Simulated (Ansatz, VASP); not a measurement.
**Two plane-wave programs on Nb**

INCAR

```
ALGO = Fast
EDIFF = 1E-7
ENCUT = 520
GGA = PS
ISIF = 2
ISMEAR = 0
LASPH = T
LCHARG = F
LREAL = F
LWAVE = F
NBANDS = 12
NELM = 80
PREC = Accurate
SIGMA = 0.15
```

KPOINTS

```
k-points
0
Gamma
  20 20 20
```

POSCAR

```
Nb
1.0
   -0.0105750000      2.1150000000      2.1150000000
    2.1044250000      0.0000000000      2.1044250000
    2.1150000000      2.1150000000     -0.0105750000
Nb
1
Direct
    0.0000000000      0.0000000000      0.0000000000
```

Input for Ansatz:

```yaml
crystal:
  lattice:
    - [-0.010575, 2.115, 2.115]
    - [2.104425, 0.0, 2.104425]
    - [2.115, 2.115, -0.010575]
  atoms:
    - { symbol: Nb, position: [0.0, 0.0, 0.0] }
basis:
  ecutwfc: 420
kpoints:
  mp_grid: { grid: [20, 20, 20] }
hamiltonian:
  xc: pbesol
scf:
  occupations: { method: gaussian, width: 0.15 }
output:
  forces: true
  stress: true
  eigenvalues: true
```

Change from the starting cell: strain -0.0100 x Voigt [0, 0, 0, 0, 1, 0], atoms carried along.

Alike in both runs: task single point; functional PBEsol; k mesh 20 × 20 × 20; occupations gaussian, width 0.15 eV; no spin polarisation.

|  | VASP | Ansatz |
| --- | --- | --- |
| version | VASP 6.6.1 | Ansatz 0.2.0 |
| potentials or method | VASP PAW PBE potentials, release 64 (Nb_sv), cutoff 520 eV | scalar-relativistic, plane waves, PAW |
| valence electrons in the cell | 13 | 13 |

|  | VASP | Ansatz | Ansatz less VASP |
| --- | --- | --- | --- |
| gap on the k mesh at the Fermi level (eV) | none | none | - |
| pressure (GPa) | -7.2 | -6.9 | +0.27 |
| traceless stress, the component that is largest in VASP (GPa) | -0.53 | -0.54 | -0.012 |

VASP's potentials were made for PBE, not for PBEsol. A gap of «none» marks a metal or a gap that the smearing closes. The functional is the same, so the differences come from potentials, cutoffs and numerics.
